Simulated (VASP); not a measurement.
Ge:

```
Ge
1.0
     0.00000   -2.82877   -2.82877
     2.82877    0.00000   -2.82877
     2.82877   -2.82877    0.00000
Ge
2
Cartesian
  0.0000 0.0000 0.0000
  4.2432 -4.2432 -4.2432
```

| Item | Value |
| --- | --- |
| Program | VASP 6.6.1 |
| Task | relaxation of cell and atoms |
| Functional | PBE |
| Potentials or basis | VASP PAW PBE potentials, release 64 (Ge_d) |
| Cutoff | 600 eV |
| k mesh | 14 × 14 × 14 |
| Occupations | gaussian, width 0.1 eV |
| Spin | no spin polarisation |

At the start: pressure 3.6 GPa; volume 22.64 Å³/atom.

Task: Where does the relaxation end?

Result: Over 3 steps the energy falls by 13.6 meV/atom and the volume is 23.90 Å³/atom (+5.6 %); space group Fd-3m (No. 227, to 0.1 Å) before and after.

The path:
```
step  energy change (eV)  largest force (eV/Å)  pressure (GPa)  volume (Å³)
   1              0.0000                0.0000            3.59        45.27
   2             -0.0244                0.0000           -1.02        48.67
   3             -0.0272                0.0000           -0.02        47.80
```

Final structure:
```
CELL_PARAMETERS angstrom
0.00000 -2.88057 -2.88057
2.88057 0.00000 -2.88057
2.88057 -2.88057 0.00000
ATOMIC_POSITIONS crystal
Ge 0.00000 0.00000 0.00000
Ge 0.75000 0.75000 0.75000
```
